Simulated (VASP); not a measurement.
# Ga2O3 (R-3c) in VASP: notebook, part 2 of 2

VASP 6.6.1.

## (4) Single point, PBE (strain +0.000 along x and y, +0.050 along z)

Input file INCAR:

```
PREC = Accurate ; ENCUT = 520
EDIFF = 1E-7 ; ISMEAR = 0
SIGMA = 0.05 ; LREAL = F
LASPH = T ; NELM = 80
ALGO = Normal ; ISIF = 2
LWAVE = F ; LCHARG = F
GGA = PE ; NBANDS = 55
```

Input file KPOINTS:

```
regular mesh
0
Gamma
  6 6 6
```

Input file POSCAR:

```
Ga2O3
1.0
    2.5287245560      1.4599598031      4.7680869745
   -2.5287245560      1.4599598031      4.7680869745
    0.0000000000     -2.9199196063      4.7680869745
Ga O
4 6
Direct
    0.3558687539      0.3558687539      0.3558687539
    0.1441312461      0.1441312461      0.1441312461
    0.6441312461      0.6441312461      0.6441312461
    0.8558687539      0.8558687539      0.8558687539
    0.5531733332      0.9468266668      0.2500000000
    0.2500000000      0.5531733332      0.9468266668
    0.9468266668      0.2500000000      0.5531733332
    0.4468266668      0.0531733332      0.7500000000
    0.7500000000      0.4468266668      0.0531733332
    0.0531733332      0.7500000000      0.4468266668
```

Potentials or basis: VASP PAW PBE potentials, release 64 (Ga_d, O).

Command:

```bash
> cat potpaw_PBE.64/Ga_d/POTCAR potpaw_PBE.64/O/POTCAR > POTCAR
> mpirun -np 1 vasp_std > vasp.out
```

OUTCAR:

```text
PREC = Accurate
   ENCUT = 520
   EDIFF = 1E-7
   ISMEAR = 0
   LREAL = F
   LASPH = T
   NELM = 80
   ISIF = 2
   GGA = PE

 ion  position               nearest neighbor table
   1  0.356  0.356  0.356-  10 1.97   9 1.97   8 1.97   5 2.16   7 2.16   6 2.16
   2  0.144  0.144  0.144-   9 1.97  10 1.97   8 1.97   5 2.16   6 2.16   7 2.16
   3  0.644  0.644  0.644-   7 1.97   6 1.97   5 1.97   8 2.16  10 2.16   9 2.16
   4  0.856  0.856  0.856-   6 1.97   7 1.97   5 1.97   8 2.16   9 2.16  10 2.16
   5  0.553  0.947  0.250-   3 1.97   4 1.97   1 2.16   2 2.16
   6  0.250  0.553  0.947-   4 1.97   3 1.97   2 2.16   1 2.16
   7  0.947  0.250  0.553-   3 1.97   4 1.97   1 2.16   2 2.16
   8  0.447  0.053  0.750-   1 1.97   2 1.97   3 2.16   4 2.16
   9  0.750  0.447  0.053-   2 1.97   1 1.97   4 2.16   3 2.16
  10  0.053  0.750  0.447-   1 1.97   2 1.97   3 2.16   4 2.16

  LATTYP: Found a trigonal (rhomboedric) cell.
 ALAT       =     5.5911165167
 COS(alpha) =     0.5908938937

  Lattice vectors:

 A1 = (   2.5287245560,   1.4599598031,   4.7680869745)
 A2 = (  -2.5287245560,   1.4599598031,   4.7680869745)
[... 207 lines left out ...]
      4     -13.0413      2.00000
      5     -12.9776      2.00000
      6     -12.9776      2.00000
[... 1381 lines left out ...]
     54      15.0471      0.00000
     55      15.3108      0.00000

 [... further k-points ...]

------------------------ aborting loop because EDIFF is reached ----------------------------------------

  FORCE on cell =-STRESS in cart. coord.  units (eV):
  Direction    XX          YY          ZZ          XY          YZ          ZX
  --------------------------------------------------------------------------------------
  -------------------------------------------------------------------------------------
  Total       -2.2693868     -2.2693868     -9.5217904     -0.0000000      0.0000000      0.0000000
  in kB      -34.4255804    -34.4255804   -144.4412899     -0.0000000      0.0000000      0.0000000
  external PRESSURE =     -71.0974835 kB  Pullay stress =       0.0000000 kB

 VOLUME and BASIS-vectors are now :
 -----------------------------------------------------------------------------
  energy-cutoff  :      520.00
  volume of cell :      105.62
      direct lattice vectors                 reciprocal lattice vectors
     2.528724556  1.459959803  4.768086975     0.197728139  0.114158394  0.069909239
    -2.528724556  1.459959803  4.768086975    -0.197728139  0.114158394  0.069909239
     0.000000000 -2.919919606  4.768086975     0.000000000 -0.228316788  0.069909239

 POSITION                                       TOTAL-FORCE (eV/Angst)
 -----------------------------------------------------------------------------------
      0.00000     -0.00000      5.09044         0.000000      0.000000     -0.161093
      0.00000     -0.00000      2.06169         0.000000     -0.000000      0.161093
      0.00000     -0.00000      9.21382         0.000000     -0.000000      0.161093
      0.00000     -0.00000     12.24257         0.000000      0.000000     -0.161093
     -0.99544      1.45996      8.34415         0.015303     -0.000000      0.000000
     -0.76664     -1.59206      8.34415        -0.007651      0.013252      0.000000
      1.76208      0.13210      8.34415        -0.007651     -0.013252      0.000000
      0.99544     -1.45996      5.96011        -0.015303      0.000000      0.000000
      0.76664      1.59206      5.96011         0.007651     -0.013252      0.000000
     -1.76208     -0.13210      5.96011         0.007651      0.013252      0.000000
 -----------------------------------------------------------------------------------
    total drift:                               -0.000000      0.000000     -0.000000

  FREE ENERGIE OF THE ION-ELECTRON SYSTEM (eV)
  ---------------------------------------------------
  free  energy   TOTEN  =       -59.1772094447 eV

  energy  without entropy=      -59.1772094447  energy(sigma->0) =      -59.17720944
```

OSZICAR:

```text
N       E                     dE             d eps       ncg     rms          rms(c)
DAV:   1     0.118709044268E+04    0.11871E+04   -0.39989E+04  4225   0.293E+03
DAV:   2     0.191797083590E+03   -0.99529E+03   -0.93424E+03  3624   0.803E+02
DAV:   3    -0.470780023886E+02   -0.23888E+03   -0.23052E+03  4028   0.255E+02
DAV:   4    -0.669914279218E+02   -0.19913E+02   -0.19674E+02  4475   0.783E+01
DAV:   5    -0.676613310544E+02   -0.66990E+00   -0.66821E+00  4518   0.148E+01    0.169E+01
DAV:   6    -0.591369675444E+02    0.85244E+01   -0.29855E+01  6260   0.559E+01    0.494E+00
DAV:   7    -0.592306447499E+02   -0.93677E-01   -0.25678E+00  3902   0.944E+00    0.328E+00
DAV:   8    -0.592083818722E+02    0.22263E-01   -0.53287E-01  4914   0.491E+00    0.134E+00
DAV:   9    -0.591756652118E+02    0.32717E-01   -0.15890E-01  5234   0.409E+00    0.172E-01
DAV:  10    -0.591770112376E+02   -0.13460E-02   -0.10511E-02  4499   0.886E-01    0.553E-02
DAV:  11    -0.591772030044E+02   -0.19177E-03   -0.12348E-03  4306   0.376E-01    0.371E-02
DAV:  12    -0.591772085226E+02   -0.55182E-05   -0.18511E-04  4506   0.106E-01    0.212E-02
DAV:  13    -0.591772094885E+02   -0.96587E-06   -0.39596E-05  4707   0.340E-02    0.304E-03
DAV:  14    -0.591772093890E+02    0.99453E-07   -0.39227E-06  4330   0.132E-02    0.169E-03
DAV:  15    -0.591772091292E+02    0.25980E-06   -0.61397E-07  5057   0.124E-02    0.155E-03
DAV:  16    -0.591772093809E+02   -0.25163E-06   -0.11793E-07  2308   0.321E-03    0.821E-04
DAV:  17    -0.591772094871E+02   -0.10627E-06   -0.13625E-07  2513   0.374E-03    0.354E-04
DAV:  18    -0.591772094447E+02    0.42419E-07   -0.29173E-08  2257   0.126E-03
   1 F= -.59177209E+02 E0= -.59177209E+02  d E =-.461806E-11
```

Run time: 7.8 min. Hardware: 1 thread of Intel Xeon 8259CL, shared host; peak memory 0.33 GiB.

What came out:

* Free energy: -59.1772 eV
* Pressure: -7.1 GPa
* Largest force: 0.161 eV/Å
* Band gap on the k mesh: 1.87 eV (least direct gap 2.02 eV)

Forces on the atoms (eV/Å):
```
Ga   0.000  0.000 -0.161
Ga   0.000  0.000  0.161
Ga   0.000  0.000  0.161
Ga   0.000  0.000 -0.161
O    0.015  0.000  0.000
O   -0.008  0.013  0.000
O   -0.008 -0.013  0.000
O   -0.015  0.000  0.000
O    0.008 -0.013  0.000
O    0.008  0.013  0.000
```

Caveat: the cell differs from its parent crystal (strain +0.000 along x and y, +0.050 along z); the cell stands under tension. A k mesh can miss the band edges.

## (5) Single point, PBE (strain +0.025 along x and y, +0.000 along z)

Input file INCAR:

```
SYSTEM = Ga2O3
PREC = Accurate ; ENCUT = 520
EDIFF = 1E-7 ; ISMEAR = 0
SIGMA = 0.05 ; LREAL = .FALSE.
LASPH = .TRUE. ; NELM = 80
ALGO = Normal ; ISIF = 2
LWAVE = .FALSE. ; LCHARG = .TRUE.
GGA = PE ; LELF = .TRUE.
LVHAR = .TRUE. ; NBANDS = 55
```

Input file KPOINTS:

```
Automatic mesh
0
G
  6 6 6
  0 0 0
```

POSCAR, as its differences from that of step 4:

```diff
@@ -2,5 +2,5 @@
 1.0
-    2.5287245560      1.4599598031      4.7680869745
-   -2.5287245560      1.4599598031      4.7680869745
-    0.0000000000     -2.9199196063      4.7680869745
+    2.5919426699      1.4964587982      4.5410352138
+   -2.5919426699      1.4964587982      4.5410352138
+    0.0000000000     -2.9929175964      4.5410352138
 Ga O
```

Potentials or basis: VASP PAW PBE potentials, release 64 (Ga_d, O).

Command:

```bash
> cat potpaw_PBE.64/Ga_d/POTCAR potpaw_PBE.64/O/POTCAR > POTCAR
> mpirun -np 1 vasp_std > vasp.out
```

OUTCAR:

```text
SYSTEM = Ga2O3
   PREC = Accurate
   ENCUT = 520
   EDIFF = 1E-7
   ISMEAR = 0
   LREAL = .FALSE.
   LASPH = .TRUE.
   NELM = 80
   ISIF = 2
   GGA = PE

 ion  position               nearest neighbor table
   1  0.356  0.356  0.356-  10 1.99   8 1.99   9 1.99   5 2.13   7 2.13   6 2.13   2 2.88
   2  0.144  0.144  0.144-   9 1.99   8 1.99  10 1.99   5 2.13   7 2.13   6 2.13   1 2.88
   3  0.644  0.644  0.644-   7 1.99   5 1.99   6 1.99   8 2.13   9 2.13  10 2.13   4 2.88
   4  0.856  0.856  0.856-   6 1.99   5 1.99   7 1.99   8 2.13   9 2.13  10 2.13   3 2.88
   5  0.553  0.947  0.250-   3 1.99   4 1.99   1 2.13   2 2.13
[... 1617 lines left out ...]
  external PRESSURE =     -83.4029627 kB  Pullay stress =       0.0000000 kB

 VOLUME and BASIS-vectors are now :
 -----------------------------------------------------------------------------
  energy-cutoff  :      520.00
  volume of cell :      105.68
      direct lattice vectors                 reciprocal lattice vectors
     2.591942670  1.496458798  4.541035214     0.192905501  0.111374043  0.073404701
    -2.591942670  1.496458798  4.541035214    -0.192905501  0.111374043  0.073404701
     0.000000000 -2.992917596  4.541035214     0.000000000 -0.222748086  0.073404701

 POSITION                                       TOTAL-FORCE (eV/Angst)
 -----------------------------------------------------------------------------------
      0.00000      0.00000      4.84804        -0.000000      0.000000      0.102833
      0.00000      0.00000      1.96352        -0.000000      0.000000     -0.102833
      0.00000      0.00000      8.77507        -0.000000      0.000000     -0.102833
      0.00000      0.00000     11.65959        -0.000000      0.000000      0.102833
     -1.02033      1.49646      7.94681        -0.018770      0.000000      0.000000
     -0.78581     -1.63186      7.94681         0.009385     -0.016255      0.000000
      1.80613      0.13540      7.94681         0.009385      0.016255      0.000000
      1.02033     -1.49646      5.67629         0.018770     -0.000000      0.000000
      0.78581      1.63186      5.67629        -0.009385      0.016255      0.000000
     -1.80613     -0.13540      5.67629        -0.009385     -0.016255      0.000000
 -----------------------------------------------------------------------------------
    total drift:                               -0.000000      0.000000     -0.000000

  FREE ENERGIE OF THE ION-ELECTRON SYSTEM (eV)
  ---------------------------------------------------
  free  energy   TOTEN  =       -59.2388459806 eV

  energy  without entropy=      -59.2388459806  energy(sigma->0) =      -59.23884598
```

Run time: 6.7 min. Hardware: 1 thread of Intel Xeon 8259CL, shared host; peak memory 0.32 GiB.

Results:

| Property | Result |
| --- | --- |
| Free energy | -59.2388 eV |
| Pressure | -8.3 GPa |
| Largest force | 0.103 eV/Å |
| Band gap on the k mesh | 1.86 eV (least direct gap 2.06 eV) |

Forces in eV/Å, atoms in the order of the input:
```
Ga   0.000  0.000  0.103
Ga   0.000  0.000 -0.103
Ga   0.000  0.000 -0.103
Ga   0.000  0.000  0.103
O   -0.019  0.000  0.000
O    0.009 -0.016  0.000
O    0.009  0.016  0.000
O    0.019  0.000  0.000
O   -0.009  0.016  0.000
O   -0.009 -0.016  0.000
```

Caveat: the cell differs from its parent crystal (strain +0.025 along x and y, +0.000 along z); the cell stands under tension.

## (6) Single point, PBE (strain +0.050 along x and y, +0.025 along z)

Input file INCAR:

```
ALGO = Normal ; EDIFF = 1E-6
ENCUT = 520 ; GGA = PE
ISIF = 2 ; ISMEAR = 0
LASPH = True ; LCHARG = False
LREAL = False ; LWAVE = False
NBANDS = 55 ; NELM = 60
PREC = Accurate ; SIGMA = 0.05
```

Input file KPOINTS:

```
k-points
0
Gamma
  6 6 6
```

POSCAR, as its differences from that of step 5:

```diff
@@ -2,5 +2,5 @@
 1.0
-    2.5919426699      1.4964587982      4.5410352138
-   -2.5919426699      1.4964587982      4.5410352138
-    0.0000000000     -2.9929175964      4.5410352138
+    2.6551607838      1.5329577933      4.6545610942
+   -2.6551607838      1.5329577933      4.6545610942
+    0.0000000000     -3.0659155866      4.6545610941
 Ga O
```

Potentials or basis: VASP PAW PBE potentials, release 64 (Ga_d, O).

Command:

```bash
> cat potpaw_PBE.64/Ga_d/POTCAR potpaw_PBE.64/O/POTCAR > POTCAR
> mpirun -np 1 vasp_std > vasp.out
```

Wall time 5.8 min (1 thread of Intel Xeon 6455B, shared host); peak memory 0.34 GiB.

Results (log left out):

| Property | Result |
| --- | --- |
| Free energy | -58.5746 eV |
| Pressure | -18.0 GPa |
| Largest force | 0.055 eV/Å |
| Band gap on the k mesh | 1.18 eV (least direct gap 1.38 eV) |

Forces on the atoms (eV/Å):
```
Ga   0.000  0.000  0.055
Ga   0.000  0.000 -0.055
Ga   0.000  0.000 -0.055
Ga   0.000  0.000  0.055
O   -0.039  0.000  0.000
O    0.020 -0.034  0.000
O    0.020  0.034  0.000
O    0.039  0.000  0.000
O   -0.020  0.034  0.000
O   -0.020 -0.034  0.000
```

Stress tensor (GPa, compression positive):
```
-20.45   0.00   0.00
  0.00 -20.45   0.00
  0.00   0.00 -13.16
```

Levels at points of the mesh, in eV from the valence-band top:
```tsv
k point	band 40	band 41	band 42	band 43	band 44	band 45	band 46	band 47	band 48	band 49
(0.00, 0.00, 0.00)	-0.34	-0.34	-0.23	-0.23	-0.19	1.18	5.25	5.61	7.14	8.45
(0.50, 0.00, 0.00)	-1.08	-0.76	-0.76	-0.12	-0.12	4.85	4.85	5.25	5.25	8.70
(0.50, 0.50, 0.00)	-0.88	-0.75	-0.64	-0.23	-0.14	4.87	5.16	5.93	6.03	7.63
(0.50, 0.50, 0.50)	-1.23	-0.33	-0.33	-0.33	-0.33	4.32	4.32	6.29	6.29	8.29
```

Caveat: the cell differs from its parent crystal (strain +0.050 along x and y, +0.025 along z); the cell stands under tension. A k mesh can miss the band edges.

## (7) Single point, PBE (strain +0.050 along x and y, +0.050 along z)

Input file INCAR:

```
SYSTEM = Ga2O3
PREC = Accurate ; ENCUT = 520
EDIFF = 1E-6 ; ISMEAR = 0
SIGMA = 0.05 ; LREAL = .FALSE.
LASPH = .TRUE. ; NELM = 100
ALGO = Normal ; ISIF = 2
LWAVE = .FALSE. ; LCHARG = .TRUE.
GGA = PE ; LELF = .TRUE.
LVHAR = .TRUE. ; NBANDS = 55
```

Input file KPOINTS:

```
Automatic mesh
0
G
  6 6 6
  0 0 0
```

POSCAR, as its differences from that of step 6:

```diff
@@ -2,5 +2,5 @@
 1.0
-    2.6551607838      1.5329577933      4.6545610942
-   -2.6551607838      1.5329577933      4.6545610942
-    0.0000000000     -3.0659155866      4.6545610941
+    2.6551607838      1.5329577933      4.7680869745
+   -2.6551607838      1.5329577933      4.7680869745
+    0.0000000000     -3.0659155866      4.7680869745
 Ga O
```

Command:

```bash
> cat potpaw_PBE.64/Ga_d/POTCAR potpaw_PBE.64/O/POTCAR > POTCAR
> mpirun -np 1 vasp_std > vasp.out
```

Wall time 5.6 min (1 thread of Intel Xeon 6455B, shared host); peak memory 0.34 GiB.

It converged, with:

- Free energy: -58.3018 eV
- Pressure: -20.3 GPa
- Largest force: 0.017 eV/Å
- Band gap on the k mesh: 1.01 eV (least direct gap 1.19 eV)

Forces in eV/Å, atoms in the order of the input:
```
Ga   0.000  0.000  0.003
Ga   0.000  0.000 -0.003
Ga   0.000  0.000 -0.003
Ga   0.000  0.000  0.003
O   -0.017  0.000  0.000
O    0.009 -0.015  0.000
O    0.009  0.015  0.000
O    0.017  0.000  0.000
O   -0.009  0.015  0.000
O   -0.009 -0.015  0.000
```

Stress tensor (GPa, compression positive):
```
-21.12   0.00   0.00
  0.00 -21.12   0.00
  0.00   0.00 -18.58
```

Levels at points of the mesh, in eV from the valence-band top:
| k point | band 42 | band 43 | band 44 | band 45 | band 46 | band 47 |
| --- | --- | --- | --- | --- | --- | --- |
| (0.00, 0.00, 0.00) | -0.26 | -0.18 | -0.18 | 1.01 | 5.02 | 5.54 |
| (0.50, 0.00, 0.00) | -0.74 | -0.13 | -0.13 | 4.64 | 4.64 | 5.10 |
| (0.50, 0.50, 0.00) | -0.66 | -0.26 | -0.15 | 4.68 | 4.97 | 5.74 |
| (0.50, 0.50, 0.50) | -0.26 | -0.26 | -0.26 | 4.15 | 4.15 | 6.07 |

Caveat: the cell differs from its parent crystal (strain +0.050 along x and y, +0.050 along z); the cell stands under tension. A k mesh can miss the band edges.

## (8) Summary

```csv
cell,gap on the mesh (eV),pressure (GPa),largest force (eV/Å)
"a = 5.344 Å, angles 58.0°, 10 atoms",2.02,-4.3,0.26
"a = 5.292 Å, angles 60.2°, 10 atoms",1.55,-8.4,0.49
"a = 5.591 Å, angles 53.8°, 10 atoms",1.87,-7.1,0.16
"a = 5.439 Å, angles 56.9°, 10 atoms",1.86,-8.3,0.10
"a = 5.574 Å, angles 56.9°, 10 atoms",1.18,-18.0,0.06
"a = 5.669 Å, angles 55.9°, 10 atoms",1.01,-20.3,0.02
```

Alike in all rows: task single point; level PBE; potentials or basis VASP PAW PBE potentials, release 64 (Ga_d, O); no spin polarisation; k mesh 6 × 6 × 6; cutoff (eV) 520; smearing gaussian 0.05 eV.

Caveats: the cell stands under tension.

Absolute energies hang on the potentials; compare differences alone.
